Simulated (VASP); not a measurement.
# CdRe3C (Pm-3m) in VASP: notebook

The runs below take CdRe3C through single point, relaxation of cell and atoms, with PBE.

Everything below comes from runs of VASP 6.6.1. Logs are shortened: lines on timing, memory, paths and dates and some standing lists are left out, and cuts for length are marked.

## (1) The cell of the first run

Symmetry: Pm-3m, No. 221, cubic system. Conventional cell: a = 4.138 Å, b = 4.138 Å, c = 4.138 Å, α = 90.00°, β = 90.00°, γ = 90.00°. Cd (site symmetry m-3m) has 12 Re at 2.93 Å and 8 C at 3.58 Å within 3.9 Å. Within 2.7 Å of Re (site symmetry 4/mmm) lie 2 C at 2.07 Å. Within 2.7 Å of C (site symmetry m-3m) lie 6 Re at 2.07 Å.

## (2) Single point, PBE

INCAR

```
ALGO = Normal
EDIFF = 1E-6
ENCUT = 520
GGA = PE
ISIF = 2
ISMEAR = 0
LASPH = T
LCHARG = T
LELF = T
LREAL = F
LVHAR = T
LWAVE = F
NBANDS = 26
NELM = 100
PREC = Accurate
SIGMA = 0.1
```

KPOINTS

```
k-points
0
Gamma
  10 10 10
```

POSCAR

```
CdRe3C
1.0
    4.1376053741      0.0000000000      0.0000000000
    0.0000000000      4.1376053741      0.0000000000
    0.0000000000      0.0000000000      4.1376053741
Cd Re C
1 3 1
Direct
    0.0000000000      0.0000000000      0.0000000000
    0.5000000000      0.0000000000      0.5000000000
    0.0000000000      0.5000000000      0.5000000000
    0.5000000000      0.5000000000      0.0000000000
    0.5000000000      0.5000000000      0.5000000000
```

Potentials or basis: VASP PAW PBE potentials, release 64 (Cd, Re, C).

The run is started by

```console
> cat potpaw_PBE.64/Cd/POTCAR potpaw_PBE.64/Re/POTCAR potpaw_PBE.64/C/POTCAR > POTCAR
> mpirun -np 1 vasp_std > vasp.out
```

OUTCAR:

```text
EDIFF = 1E-6
   ENCUT = 520
   GGA = PE
   ISIF = 2
   ISMEAR = 0
   LASPH = T
   LREAL = F
   NELM = 100
   PREC = Accurate

 ion  position               nearest neighbor table
   1  0.000  0.000  0.000-   2 2.93   3 2.93   4 2.93   2 2.93   3 2.93   3 2.93   4 2.93   3 2.93
                             2 2.93   4 2.93   2 2.93   4 2.93
   2  0.500  0.000  0.500-   5 2.07   5 2.07   4 2.93   1 2.93   1 2.93   4 2.93   3 2.93   4 2.93
                             3 2.93   4 2.93   1 2.93   3 2.93   1 2.93   3 2.93
   3  0.000  0.500  0.500-   5 2.07   5 2.07   4 2.93   1 2.93   1 2.93   4 2.93   1 2.93   2 2.93
                             1 2.93   2 2.93   4 2.93   2 2.93   4 2.93   2 2.93
   4  0.500  0.500  0.000-   5 2.07   5 2.07   3 2.93   1 2.93   2 2.93   3 2.93   2 2.93   1 2.93
                             2 2.93   2 2.93   1 2.93   3 2.93   3 2.93   1 2.93
   5  0.500  0.500  0.500-   2 2.07   3 2.07   4 2.07   4 2.07   2 2.07   3 2.07

  LATTYP: Found a simple cubic cell.
 ALAT       =     4.1376053741

  Lattice vectors:

 A1 = (   4.1376053741,   0.0000000000,   0.0000000000)
 A2 = (   0.0000000000,   4.1376053741,   0.0000000000)
 A3 = (   0.0000000000,   0.0000000000,   4.1376053741)

Analysis of symmetry for initial positions (statically):
=====================================================================
 Subroutine PRICEL returns:
 Original cell was already a primitive cell.

 Routine SETGRP: Setting up the symmetry group for a
 simple cubic supercell.

 Subroutine GETGRP returns: Found 48 space group operations
 (whereof 48 operations were pure point group operations)
 out of a pool of 48 trial point group operations.

The static configuration has the point symmetry O_h .

Analysis of symmetry for dynamics (positions and initial velocities):
=====================================================================
 Subroutine PRICEL returns:
 Original cell was already a primitive cell.

 Routine SETGRP: Setting up the symmetry group for a
 simple cubic supercell.

 Subroutine GETGRP returns: Found 48 space group operations
 (whereof 48 operations were pure point group operations)
 out of a pool of 48 trial point group operations.

The dynamic configuration has the point symmetry O_h .

 Subroutine INISYM returns: Found 48 space group operations
 (whereof 48 operations are pure point group operations),
 and found     1 'primitive' translations

----------------------------------------------------------------------------------------

[... 96 lines left out ...]
   ENCUT  =  520.0 eV  38.22 Ry    6.18 a.u.   7.69  7.69  7.69*2*pi/ulx,y,z
   NELM   =    100;   NELMIN=  2; NELMDL= -5     # of ELM steps
   EDIFF  = 0.1E-05   stopping-criterion for ELM
   LREAL  =      F    real-space projection
   EDIFFG = 0.1E-04   stopping-criterion for IOM
   NSW    =      0    number of steps for IOM
   IBRION =     -1    ionic relax: 0-MD 1-quasi-New 2-CG
   NFREE  =      0    steps in history (QN), initial steepest desc. (CG)
   ISIF   =      2    stress and relaxation
   ISYM   =      2    0-nonsym 1-usesym 2-fastsym
   POTIM  = 0.5000    time-step for ionic-motion
   TEBEG  =    0.0;   TEEND  =   0.0 temperature during run
   PSTRESS=    0.0 pullay stress
   NELECT =      37.0000    total number of electrons
   NUPDOWN=      -1.0000    fix difference up-down
   EMIN   =  10.00;   EMAX   =-10.00  energy-range for DOS
   EFERMI =   0.00;   METHOD = LEGACY
   ISMEAR =     0;   SIGMA  =   0.10  broadening in eV -4-tet -1-fermi 0-gaus
   EFERMI_NEDOS =   21; number of points for ismear=-14 and -15
   IALGO  =     38    algorithm
   IMIX   =      4    mixing-type and parameters
     AMIX     =   0.40;   BMIX     =  1.00
     AMIX_MAG =   1.60;   BMIX_MAG =  1.00
  volume/ion in A,a.u.               =      14.17        95.60
  Fermi-wavevector in a.u.,A,eV,Ry     =   1.318438  2.491486 23.650714  1.738278
  Thomas-Fermi vector in A             =   2.448408
   LORBIT       =      0    0 simple, 1 ext, 2 COOP (PROOUT), +10 PAW based schemes
   GGA     = PE    functional components
   LHFCALC =     F    Hartree Fock is set to
   AEXX    =    0.0000 exact exchange contribution
   IVDW    =     0    specifies the selected vdW correction
   LEPSILON=     F    determine dielectric tensor
   LRPA    =     F    only Hartree local field effects (RPA)
 non-spin polarized calculation
 Gauss-broadening in eV      SIGMA  =   0.10
  energy-cutoff  :      520.00
  volume of cell :       70.83
 maximum number of plane-waves:      1935
 NGX is ok and might be reduce to    32
   NGX = 15   NGY = 15   NGZ = 15

 number of electron      37.0000001 magnetization

 Free energy of the ion-electron system (eV)
  ---------------------------------------------------
  ext. energy  EPLUGINS =         0.00000000
  ---------------------------------------------------
  free energy    TOTEN  =       -44.36224598 eV

  energy without entropy =      -44.34523114  energy(sigma->0) =      -44.35373856

 E-fermi :   6.8055     XC(G=0): -13.0131

 val. band max:        6.7964427016   @ k =   0.5000   0.4000   0.0000
 cond. band min:       6.8144116068   @ k =   0.1000   0.0000   0.0000
 fundamental gap:      0.0179689052
 Fermi energy:         6.8055218016

 k-point     1 :       0.0000    0.0000    0.0000
  band No.  band energies     occupation
      1      -8.0435      2.00000
      2      -2.2745      2.00000
      3      -2.2745      2.00000
      4      -2.1165      2.00000
      5      -2.1165      2.00000
      6      -2.1165      2.00000
[... 685 lines left out ...]
     25      10.8740      0.00000
     26      12.0679      0.00000

 [... further k-points ...]
[... 5 lines left out ...]
  --------------------------------------------------------------------------------------
  -------------------------------------------------------------------------------------
  Total        0.6626291      0.6626291      0.6626291     -0.0000000      0.0000000     -0.0000000
  in kB       14.9876614     14.9876614     14.9876614     -0.0000000      0.0000000     -0.0000000
  external PRESSURE =      14.9876614 kB  Pullay stress =       0.0000000 kB

 VOLUME and BASIS-vectors are now :
 -----------------------------------------------------------------------------
  energy-cutoff  :      520.00
  volume of cell :       70.83
      direct lattice vectors                 reciprocal lattice vectors
     4.137605374  0.000000000  0.000000000     0.241685688  0.000000000  0.000000000
     0.000000000  4.137605374  0.000000000     0.000000000  0.241685688  0.000000000
     0.000000000  0.000000000  4.137605374     0.000000000  0.000000000  0.241685688

 POSITION                                       TOTAL-FORCE (eV/Angst)
 -----------------------------------------------------------------------------------
      0.00000      0.00000      0.00000         0.000000      0.000000      0.000000
      2.06880      0.00000      2.06880         0.000000      0.000000      0.000000
      0.00000      2.06880      2.06880         0.000000      0.000000      0.000000
      2.06880      2.06880      0.00000         0.000000      0.000000      0.000000
      2.06880      2.06880      2.06880         0.000000      0.000000      0.000000
 -----------------------------------------------------------------------------------
    total drift:                                0.000000     -0.000000     -0.000000

  FREE ENERGIE OF THE ION-ELECTRON SYSTEM (eV)
  ---------------------------------------------------
  free  energy   TOTEN  =       -44.3622459786 eV

  energy  without entropy=      -44.3452311414  energy(sigma->0) =      -44.35373856
```

Run time: 62 s. Hardware: 1 thread of Intel Xeon Platinum 8488C (Sapphire Rapids), shared host; peak memory 0.25 GiB.

Results:

```
Free energy : -44.3622 eV
Pressure    : 1.5 GPa
```

Caveat: spin-orbit coupling is left out, which moves the levels of the heavy elements.

## (3) Relaxation of cell and atoms, PBE

INCAR

```
SYSTEM = CdRe3C
PREC     = Accurate       ! precision mode
ENCUT    = 600            ! plane-wave cutoff, eV
EDIFF    = 1E-7           ! SCF threshold, eV
ISMEAR   = 0              ! smearing method
SIGMA    = 0.1            ! smearing width, eV
LREAL    = .FALSE.        ! projectors in reciprocal space
LASPH    = .TRUE.         ! aspherical terms in the spheres
NELM     = 100            ! most SCF steps
ALGO     = Normal         ! electronic algorithm
ISIF     = 3              ! what is computed and relaxed
LWAVE    = .FALSE.        ! write WAVECAR
LCHARG   = .FALSE.        ! write CHGCAR
GGA      = PE             ! functional
IBRION   = 2              ! ionic algorithm
NSW      = 100            ! ionic steps
EDIFFG   = -0.01          ! ionic threshold
```

KPOINTS

```
regular mesh
0
G
  10 10 10
  0 0 0
```

POSCAR, as its differences from that of step 2:

```diff
@@ -2,5 +2,5 @@
 1.0
-    4.1376053741      0.0000000000      0.0000000000
-    0.0000000000      4.1376053741      0.0000000000
-    0.0000000000      0.0000000000      4.1376053741
+    4.1363243818      0.0000000000      0.0000000000
+    0.0000000000      4.1363243818      0.0000000000
+    0.0000000000      0.0000000000      4.1363243818
 Cd Re C
```

Potentials or basis: VASP PAW PBE potentials, release 64 (Cd, Re, C).

The run is started by

```console
> cat potpaw_PBE.64/Cd/POTCAR potpaw_PBE.64/Re/POTCAR potpaw_PBE.64/C/POTCAR > POTCAR
> mpirun -np 1 vasp_std > vasp.out
```

Run time: 4.7 min. Hardware: 1 thread of Intel Xeon Platinum 8488C (Sapphire Rapids), shared host; peak memory 0.3 GiB.

It converged, with:

```
Free energy                            : -44.3666 eV
Relaxed volume                         : 14.24 Å³/atom
Relaxed cell                           : a = 4.145 Å, b = 4.145 Å, c = 4.145 Å, α = 90.00°, β = 90.00°, γ = 90.00°
Space group after relaxing (to 0.05 Å) : Pm-3m (No. 221)
Energy gained by relaxing              : 0.5 meV/atom
Ionic steps                            : 3
Pressure after relaxing                : 0.0 GPa
```

Step by step:
```csv
step,energy change (eV),largest force (eV/Å),pressure (GPa),volume (Å³)
1,0.0000,0.0000,1.76,70.77
2,0.0136,0.0000,-4.31,72.38
3,-0.0024,0.0000,0.00,71.21
```

Final structure:
```
Cd Re C
1.0
     4.14495    0.00000    0.00000
     0.00000    4.14495    0.00000
     0.00000    0.00000    4.14495
Cd Re C
1 3 1
Cartesian
  0.0000 0.0000 0.0000
  2.0725 0.0000 2.0725
  0.0000 2.0725 2.0725
  2.0725 2.0725 0.0000
  2.0725 2.0725 2.0725
```

Levels at points of the mesh, in eV from the Fermi level:
| k point | band 17 | band 18 | band 19 | band 20 | band 21 | band 22 |
| --- | --- | --- | --- | --- | --- | --- |
| (0.00, 0.00, 0.00) | 0.06 | 0.06 | 0.47 | 0.47 | 2.49 | 2.93 |
| (0.50, 0.00, 0.00) | -0.48 | -0.33 | -0.33 | -0.16 | 0.64 | 2.15 |
| (0.50, 0.50, 0.00) | -1.98 | -0.60 | -0.23 | 0.18 | 0.53 | 1.43 |
| (0.50, 0.50, 0.50) | -1.27 | -1.27 | -1.27 | 0.69 | 0.69 | 2.40 |

Caveat: spin-orbit coupling is left out, which moves the levels of the heavy elements.

## (4) Single point, PBE

This run uses another cell than the first one, of 19.35 Å³/atom, 1.366 times its volume.

INCAR

```
PREC     = Accurate       # precision mode
ENCUT    = 520            # plane-wave cutoff, eV
EDIFF    = 1E-6           # SCF threshold, eV
ISMEAR   = 0              # smearing method
SIGMA    = 0.1            # smearing width, eV
LREAL    = F              # projectors in reciprocal space
LASPH    = T              # aspherical terms in the spheres
NELM     = 100            # most SCF steps
ALGO     = Normal         # electronic algorithm
ISIF     = 2              # what is computed and relaxed
LWAVE    = F              # write WAVECAR
LCHARG   = T              # write CHGCAR
GGA      = PE             # functional
LELF     = T              # ELF
LVHAR    = T            
NBANDS   = 26             # bands
```

KPOINTS

```
regular mesh
0
Gamma
  4 4 4
```

POSCAR, as its differences from that of step 3:

```diff
@@ -2,5 +2,5 @@
 1.0
-    4.1363243818      0.0000000000      0.0000000000
-    0.0000000000      4.1363243818      0.0000000000
-    0.0000000000      0.0000000000      4.1363243818
+    4.5907192100      0.0000000000      0.0000000000
+    0.0000000000      4.5907192100      0.0000000000
+    0.0000000000      0.0000000000      4.5907192100
 Cd Re C
```

The run is started by

```console
> cat potpaw_PBE.64/Cd/POTCAR potpaw_PBE.64/Re/POTCAR potpaw_PBE.64/C/POTCAR > POTCAR
> mpirun -np 1 vasp_std > vasp.out
```

Wall time 34 s (1 thread of Intel Xeon Platinum 8488C (Sapphire Rapids), shared host); peak memory 0.21 GiB.

It converged, with:

| Property | Result |
| --- | --- |
| Free energy | -40.0641 eV |
| Pressure | -40.8 GPa |

Levels at points of the mesh, in eV from the Fermi level:
| k point | band 15 | band 16 | band 17 | band 18 | band 19 | band 20 | band 21 | band 22 | band 23 | band 24 |
| --- | --- | --- | --- | --- | --- | --- | --- | --- | --- | --- |
| (0.00, 0.00, 0.00) | -2.28 | 0.06 | 0.06 | 0.06 | 0.35 | 0.35 | 1.58 | 1.83 | 1.83 | 1.83 |
| (0.50, 0.00, 0.00) | -1.10 | -0.80 | -0.29 | -0.06 | -0.06 | 0.01 | 0.47 | 1.59 | 1.59 | 1.83 |
| (0.50, 0.50, 0.00) | -1.15 | -1.11 | -1.11 | -0.29 | -0.24 | 0.24 | 0.43 | 1.02 | 1.99 | 1.99 |
| (0.50, 0.50, 0.50) | -1.11 | -1.11 | -0.40 | -0.40 | -0.40 | 0.46 | 0.46 | 1.54 | 1.54 | 1.54 |

Caveat: spin-orbit coupling is left out, which moves the levels of the heavy elements.

## (5) Summary

```tsv
task	cell	k mesh	cutoff (eV)	gap on the mesh (eV)	pressure (GPa)
single point	a = 4.138 Å, 5 atoms	10 × 10 × 10	520	none	1.5
relaxation of cell and atoms	relaxed from a = 4.136 Å, 5 atoms	10 × 10 × 10	600	none	0.0
single point	a = 4.591 Å, 5 atoms	4 × 4 × 4	520	none	-40.8
```

Alike in all rows: level PBE; potentials or basis VASP PAW PBE potentials, release 64 (Cd, Re, C); no spin polarisation; smearing gaussian 0.1 eV.

Caveats: spin-orbit coupling is left out, which moves the levels of the heavy elements.

Absolute energies hang on the potentials; compare differences alone.
